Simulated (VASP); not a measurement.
Here is a VASP 6.6.1 calculation.

File INCAR:

```
SYSTEM = AlSi16
PREC = Accurate ; ENCUT = 520
EDIFF = 1E-6 ; ISMEAR = -1
SIGMA = 0.02 ; LREAL = Auto
LASPH = .TRUE. ; NELM = 150
ALGO = Normal ; ISIF = 2
LWAVE = .FALSE. ; LCHARG = .TRUE.
ISPIN = 2 ; MAGMOM = 0 0 0 0 0 0 0 0 0 0 0 0 0 0 0 0 1
LORBIT = 11 ; GGA = PE
LELF = .TRUE. ; LVHAR = .TRUE.
NBANDS = 52
```

File KPOINTS:

```
regular mesh
0
G
  2 2 2
  0 0 0
```

Contents of POSCAR:

```
AlSi16
1.0
    0.0000000000      5.4300000000      5.4300000000
    5.4300000000      0.0000000000      5.4300000000
    5.4300000000      5.4300000000      0.0000000000
Si Al
16 1
Direct
   -0.0710957643     -0.0863996317      0.1636556169
    0.1694290976      0.3121546961      0.0944567219
   -0.0790515654      0.0674125230      0.4573756906
   -0.0508011050      0.1765469613      0.6887753223
   -0.0544659300      0.7465653775     -0.0593646409
    0.1202854512      0.5257550645      0.2526058932
   -0.1198250460      0.5675046041      0.5915193370
    0.0618047882      0.7402394107      0.5873296501
    0.4229926335     -0.0140055249      0.0200828729
    0.5474677716      0.0469889503      0.1916482505
    0.3391712707     -0.0175322284      0.5797237569
    0.5492449355      0.1296316759      0.6227624309
    0.4648342541      0.4198250460     -0.0066390424
    0.6168968692      0.6377440147      0.1015377532
    0.4807826888      0.5078729282      0.4655340700
    0.5256629834      0.6419613260      0.6477440147
    0.8512430939      0.3166942910      0.9862338858
```

Potentials or basis: VASP PAW PBE potentials, release 64 (Si, Al).

Command:

```console
$ cat potpaw_PBE.64/Si/POTCAR potpaw_PBE.64/Al/POTCAR > POTCAR
$ mpirun -np 1 vasp_std > vasp.out
```

(1) What does it give for the net moment?

(2) Estimate the largest force.

(3) Estimate the pressure.

Answers

(1) 0.00 μB per cell.

(2) 4.307 eV/Å.

(3) 1.6 GPa.

Caveat: the k points lie up to 0.50 Å⁻¹ apart; the atoms stand as in a frame of molecular dynamics.
